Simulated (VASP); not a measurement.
# TiAl (P3m1) in VASP: further runs

TiAl is run at these levels: PBEsol; tasks: single point.

Program: VASP 6.6.1. These are calculated values, not measurements. Logs are shortened: lines on timing, memory, paths and dates and some standing lists are left out, and cuts for length are marked.

## Step 1: The cell of the first run

Symmetry: P3m1, No. 156, trigonal system. Conventional cell: a = 2.848 Å, b = 2.848 Å, c = 4.620 Å, α = 90.00°, β = 90.00°, γ = 120.00°. Within 3.6 Å of Ti (site symmetry 3m) lie 6 Al at 2.74 to 2.93 Å and 6 Ti at 2.85 Å. Al (site symmetry 3m) has 6 Ti at 2.74 to 2.93 Å and 6 Al at 2.85 Å within 3.6 Å.

## Step 2: Single point, PBEsol (mode 6 (341.9 1/cm) frozen in, largest displacement +0.075 Å)

Contents of INCAR:

```
SYSTEM = TiAl
PREC = Accurate
ENCUT = 520
EDIFF = 1E-6
ISMEAR = 0
SIGMA = 0.15
LREAL = .False.
LASPH = .True.
NELM = 80
ALGO = Fast
ISIF = 2
LWAVE = .False.
LCHARG = .False.
GGA = PS
NBANDS = 14
```

Contents of KPOINTS:

```
Automatic mesh
0
Gamma
  24 24 14
  0 0 0
```

Contents of POSCAR:

```
TiAl
1.0
    2.8478212847      0.0000000000      0.0000000000
   -1.4239106423      2.4662855780      0.0000000000
    0.0000000000      0.0000000000      4.6199447394
Ti Al
1 1
Direct
    0.0000000000      0.0000000000     -0.0091507140
    0.3333333333      0.6666666667      0.5162339604
```

Potentials or basis: VASP PAW PBE potentials, release 64 (Ti_sv, Al).

Started as:

```sh
$ cat potpaw_PBE.64/Ti_sv/POTCAR potpaw_PBE.64/Al/POTCAR > POTCAR
$ mpirun -np 1 vasp_std > vasp.out
```

OUTCAR:

```text
SYSTEM = TiAl
   PREC = Accurate
   ENCUT = 520
   EDIFF = 1E-6
   ISMEAR = 0
   LREAL = .False.
   LASPH = .True.
   NELM = 80
   ISIF = 2
   GGA = PS

 ion  position               nearest neighbor table
   1  0.000  0.000  0.991-   2 2.74   2 2.74   2 2.74   2 2.93   2 2.93   2 2.93
   2  0.333  0.667  0.516-   1 2.74   1 2.74   1 2.74   1 2.93   1 2.93   1 2.93

  LATTYP: Found a hexagonal cell.
 ALAT       =     2.8478212847
 C/A-ratio  =     1.6222734075

  Lattice vectors:

 A1 = (   2.8478212847,   0.0000000000,   0.0000000000)
 A2 = (  -1.4239106423,   2.4662855780,   0.0000000000)
 A3 = (   0.0000000000,   0.0000000000,   4.6199447394)

Analysis of symmetry for initial positions (statically):
=====================================================================
 Subroutine PRICEL returns:
 Original cell was already a primitive cell.

 Routine SETGRP: Setting up the symmetry group for a
 hexagonal supercell.

 Subroutine GETGRP returns: Found  6 space group operations
 (whereof  6 operations were pure point group operations)
 out of a pool of 24 trial point group operations.

The static configuration has the point symmetry C_3v.

Analysis of symmetry for dynamics (positions and initial velocities):
=====================================================================
 Subroutine PRICEL returns:
 Original cell was already a primitive cell.

 Routine SETGRP: Setting up the symmetry group for a
 hexagonal supercell.

 Subroutine GETGRP returns: Found  6 space group operations
 (whereof  6 operations were pure point group operations)
 out of a pool of 24 trial point group operations.

The dynamic configuration has the point symmetry C_3v.

 Subroutine INISYM returns: Found  6 space group operations
 (whereof  6 operations are pure point group operations),
 and found     1 'primitive' translations

----------------------------------------------------------------------------------------

                                     Primitive cell

  volume of cell :      32.4484

  direct lattice vectors                    reciprocal lattice vectors
     2.847821285  0.000000000  0.000000000     0.351145630  0.202734024  0.000000000
    -1.423910642  2.466285578  0.000000000     0.000000000  0.405468048  0.000000000
     0.000000000  0.000000000  4.619944739     0.000000000  0.000000000  0.216452805

  length of vectors
     2.847821285  2.847821285  4.619944739     0.405468048  0.405468048  0.216452805

  position of ions in fractional coordinates (direct lattice)
     0.000000000  0.000000000  0.990849286
     0.333333333  0.666666667  0.516233960

  ion indices of the primitive-cell ions
   primitive index   ion index
                 1           1
                 2           2

----------------------------------------------------------------------------------------

 KPOINTS: Automatic mesh

Automatic generation of k-mesh.
 Grid dimensions read from file:
 generate k-points for:   24   24   14

 Generating k-lattice:

  Cartesian coordinates                     Fractional coordinates (reciprocal lattice)
     0.014631068  0.008447251  0.000000000     0.041666667 -0.000000000  0.000000000
     0.000000000  0.016894502  0.000000000     0.000000000  0.041666667  0.000000000
     0.000000000  0.000000000  0.015460915     0.000000000  0.000000000  0.071428571

  Length of vectors
     0.016894502  0.016894502  0.015460915

  Shift w.r.t. Gamma in fractional coordinates (k-lattice)
     0.000000000  0.000000000  0.000000000

 Subroutine IBZKPT returns following result:
 ===========================================

 Found    776 irreducible k-points:

 Following reciprocal coordinates:
            Coordinates               Weight
  0.000000  0.000000  0.000000      1.000000
  0.041667  0.000000  0.000000      6.000000
  0.083333 -0.000000  0.000000      6.000000
  0.125000 -0.000000  0.000000      6.000000
  0.166667  0.000000  0.000000      6.000000
  0.208333 -0.000000  0.000000      6.000000
[... 16 lines left out ...]
  0.416667  0.041667  0.000000     12.000000
  0.458333  0.041667  0.000000     12.000000
 [... further k-points ...]
   k-points           NKPTS =    776   k-points in BZ     NKDIM =    776   number of bands    NBANDS=     14
   number of dos      NEDOS =    301   number of ions     NIONS =      2
   total plane-waves  NPLWV =  20736
   dimension x,y,z NGX =    24 NGY =   24 NGZ =   36
   dimension x,y,z NGXF=    48 NGYF=   48 NGZF=   72
   ions per type =               1   1
   NGX,Y,Z   is equivalent  to a cutoff of  14.01, 14.01, 12.95 a.u.
   NGXF,Y,Z  is equivalent  to a cutoff of  28.02, 28.02, 25.91 a.u.
 SYSTEM =  TiAl
   PREC   = accura    normal or accurate (medium, high low for compatibility)
   ISTART =      0    job   : 0-new  1-cont  2-samecut
   ICHARG =      2    charge: 1-file 2-atom 10-const
   ISPIN  =      1    spin polarized calculation?
   LNONCOLLINEAR =      F non collinear calculations
   LSORBIT =      F    spin-orbit coupling
   LASPH  =      T    aspherical Exc in radial PAW
   ENCUT  =  520.0 eV  38.22 Ry    6.18 a.u.   5.30  5.30  8.59*2*pi/ulx,y,z
   NELM   =     80;   NELMIN=  2; NELMDL= -5     # of ELM steps
   EDIFF  = 0.1E-05   stopping-criterion for ELM
   LREAL  =      F    real-space projection
   EDIFFG = 0.1E-04   stopping-criterion for IOM
   NSW    =      0    number of steps for IOM
   IBRION =     -1    ionic relax: 0-MD 1-quasi-New 2-CG
   NFREE  =      0    steps in history (QN), initial steepest desc. (CG)
   ISIF   =      2    stress and relaxation
   ISYM   =      2    0-nonsym 1-usesym 2-fastsym
   POTIM  = 0.5000    time-step for ionic-motion
   TEBEG  =    0.0;   TEEND  =   0.0 temperature during run
   PSTRESS=    0.0 pullay stress
   NELECT =      15.0000    total number of electrons
   NUPDOWN=      -1.0000    fix difference up-down
   EMIN   =  10.00;   EMAX   =-10.00  energy-range for DOS
   EFERMI =   0.00;   METHOD = LEGACY
   ISMEAR =     0;   SIGMA  =   0.15  broadening in eV -4-tet -1-fermi 0-gaus
   EFERMI_NEDOS =   21; number of points for ismear=-14 and -15
   IALGO  =     68    algorithm
   IMIX   =      4    mixing-type and parameters
     AMIX     =   0.40;   BMIX     =  1.00
     AMIX_MAG =   1.60;   BMIX_MAG =  1.00
  volume/ion in A,a.u.               =      16.22       109.49
  Fermi-wavevector in a.u.,A,eV,Ry     =   1.265827  2.392066 21.800854  1.602318
  Thomas-Fermi vector in A             =   2.399060
   LORBIT       =      0    0 simple, 1 ext, 2 COOP (PROOUT), +10 PAW based schemes
   GGA     = PS    functional components
   LHFCALC =     F    Hartree Fock is set to
   AEXX    =    0.0000 exact exchange contribution
   IVDW    =     0    specifies the selected vdW correction
   LEPSILON=     F    determine dielectric tensor
   LRPA    =     F    only Hartree local field effects (RPA)
 non-spin polarized calculation
 RMM-DIIS sequential band-by-band and
 Gauss-broadening in eV      SIGMA  =   0.15
  energy-cutoff  :      520.00
  volume of cell :       32.45
 maximum number of plane-waves:       888
 NGX is ok and might be reduce to    24
   NGX = 11   NGY = 11   NGZ = 17

 number of electron      15.0000002 magnetization

 Free energy of the ion-electron system (eV)
  ---------------------------------------------------
  ext. energy  EPLUGINS =         0.00000000
  ---------------------------------------------------
  free energy    TOTEN  =       -12.89494217 eV

  energy without entropy =      -12.86528718  energy(sigma->0) =      -12.88011468

 E-fermi :   8.0337     XC(G=0): -11.1390

 val. band max:        8.0328727004   @ k =  -0.2917  -0.3750   0.4286
 cond. band min:       8.0348868488   @ k =  -0.2917  -0.3750   0.2857
 fundamental gap:      0.0020141484
 Fermi energy:         8.0336580372

 k-point     1 :       0.0000    0.0000    0.0000
  band No.  band energies     occupation
      1     -48.1959      2.00000
      2     -24.6242      2.00000
      3     -24.1782      2.00000
      4     -24.1782      2.00000
      5      -0.9962      2.00000
      6       5.6843      2.00000
      7       6.2968      2.00000
      8       9.3289      0.00000
      9       9.3289      0.00000
     10      10.8551      0.00000
     11      10.8551      0.00000
     12      12.1256      0.00000
     13      21.0651      0.00000
     14      21.0651      0.00000

 k-point     2 :       0.0417    0.0000    0.0000
  band No.  band energies     occupation
      1     -48.1941      2.00000
      2     -24.6224      2.00000
      3     -24.1892      2.00000
      4     -24.1807      2.00000
      5      -0.9523      2.00000
      6       5.7312      2.00000
      7       6.3018      2.00000
      8       9.2845      0.00000
      9       9.3654      0.00000
     10      10.8423      0.00000
     11      10.8655      0.00000
     12      12.1360      0.00000
     13      20.2107      0.00000
     14      20.5562      0.00000

 k-point     3 :       0.0833   -0.0000    0.0000
  band No.  band energies     occupation
      1     -48.1889      2.00000
      2     -24.6173      2.00000
      3     -24.2214      2.00000
      4     -24.1879      2.00000
      5      -0.8210      2.00000
      6       5.8668      2.00000
      7       6.3180      2.00000
      8       9.1581      0.00000
      9       9.4737      0.00000
     10      10.8051      0.00000
     11      10.8972      0.00000
     12      12.1662      0.00000
     13      18.8528      0.00000
     14      19.8489      0.00000

 k-point     4 :       0.1250   -0.0000    0.0000
  band No.  band energies     occupation
      1     -48.1806      2.00000
      2     -24.6091      2.00000
      3     -24.2724      2.00000
      4     -24.1994      2.00000
      5      -0.6036      2.00000
      6       6.0697      2.00000
      7       6.3549      2.00000
      8       8.9686      0.00000
      9       9.6500      0.00000
     10      10.7465      0.00000
     11      10.9525      0.00000
     12      12.2121      0.00000
     13      17.4598      0.00000
     14      19.1807      0.00000

 k-point     5 :       0.1667    0.0000    0.0000
  band No.  band energies     occupation
      1     -48.1697      2.00000
      2     -24.5984      2.00000
      3     -24.3383      2.00000
      4     -24.2144      2.00000
      5      -0.3021      2.00000
      6       6.2513      2.00000
      7       6.4771      2.00000
      8       8.7438      0.00000
      9       9.8880      0.00000
     10      10.6714      0.00000
     11      11.0336      0.00000
[... 276 lines left out ...]
 k-point    22 :       0.3750    0.0417    0.0000
  band No.  band energies     occupation
      1     -48.1009      2.00000
      2     -24.7374      2.00000
      3     -24.5308      2.00000
      4     -24.3132      2.00000
      5       2.7282      2.00000
      6       6.3677      2.00000
      7       6.6735      2.00000
      8       7.4253      2.00000
      9      10.1324      0.00000
     10      11.4917      0.00000
     11      12.0292      0.00000
     12      12.1590      0.00000
     13      13.2991      0.00000
     14      15.8449      0.00000

 k-point    23 :       0.4167    0.0417    0.0000
  band No.  band energies     occupation
      1     -48.0941      2.00000
      2     -24.7762      2.00000
      3     -24.5240      2.00000
      4     -24.3228      2.00000
      5       3.4565      2.00000
      6       5.9607      2.00000
      7       6.5361      2.00000
      8       7.1513      2.00000
      9      10.0812      0.00000
     10      11.7366      0.00000
     11      12.2040      0.00000
     12      12.2916      0.00000
     13      13.5016      0.00000
     14      15.6691      0.00000

 k-point    24 :       0.4583    0.0417    0.0000
  band No.  band energies     occupation
      1     -48.0905      2.00000
      2     -24.7963      2.00000
      3     -24.5205      2.00000
      4     -24.3277      2.00000
      5       4.1367      2.00000
      6       5.3345      2.00000
      7       6.5238      2.00000
      8       7.0396      2.00000
      9      10.0547      0.00000
     10      11.9000      0.00000
     11      12.2762      0.00000
     12      12.3946      0.00000
     13      13.6606      0.00000
     14      15.5796      0.00000

 [... further k-points ...]

------------------------ aborting loop because EDIFF is reached ----------------------------------------

  FORCE on cell =-STRESS in cart. coord.  units (eV):
  Direction    XX          YY          ZZ          XY          YZ          ZX
  --------------------------------------------------------------------------------------
  -------------------------------------------------------------------------------------
  Total        0.1039253      0.1039253      0.2305331      0.0000000     -0.0000000      0.0000000
  in kB        5.1314362      5.1314362     11.3828480      0.0000000     -0.0000000      0.0000000
  external PRESSURE =       7.2152401 kB  Pullay stress =       0.0000000 kB

 VOLUME and BASIS-vectors are now :
 -----------------------------------------------------------------------------
  energy-cutoff  :      520.00
  volume of cell :       32.45
      direct lattice vectors                 reciprocal lattice vectors
     2.847821285  0.000000000  0.000000000     0.351145630  0.202734024  0.000000000
    -1.423910642  2.466285578  0.000000000     0.000000000  0.405468048  0.000000000
     0.000000000  0.000000000  4.619944739     0.000000000  0.000000000  0.216452805

 POSITION                                       TOTAL-FORCE (eV/Angst)
 -----------------------------------------------------------------------------------
      0.00000      0.00000      4.57767         0.000000      0.000000      0.882277
     -0.00000      1.64419      2.38497        -0.000000     -0.000000     -0.882277
 -----------------------------------------------------------------------------------
    total drift:                                0.000000     -0.000000      0.000480

  FREE ENERGIE OF THE ION-ELECTRON SYSTEM (eV)
  ---------------------------------------------------
  free  energy   TOTEN  =       -12.8949421722 eV

  energy  without entropy=      -12.8652871820  energy(sigma->0) =      -12.88011468
```

It took 4.4 min on 1 thread of Intel Xeon 6975P-C (Granite Rapids), shared host; peak memory 0.46 GiB.

Results:

- Free energy: -12.8949 eV
- Pressure: 0.7 GPa
- Largest force: 0.882 eV/Å

Forces on the atoms (eV/Å):
```
Ti   0.000  0.000  0.882
Al   0.000  0.000 -0.882
```

Caveat: the cell differs from its parent crystal (mode 6 (341.9 1/cm) frozen in, largest displacement +0.075 Å); the PAW data sets were made with another functional, which shifts forces and pressure a little.

[end of part 1 of 2]
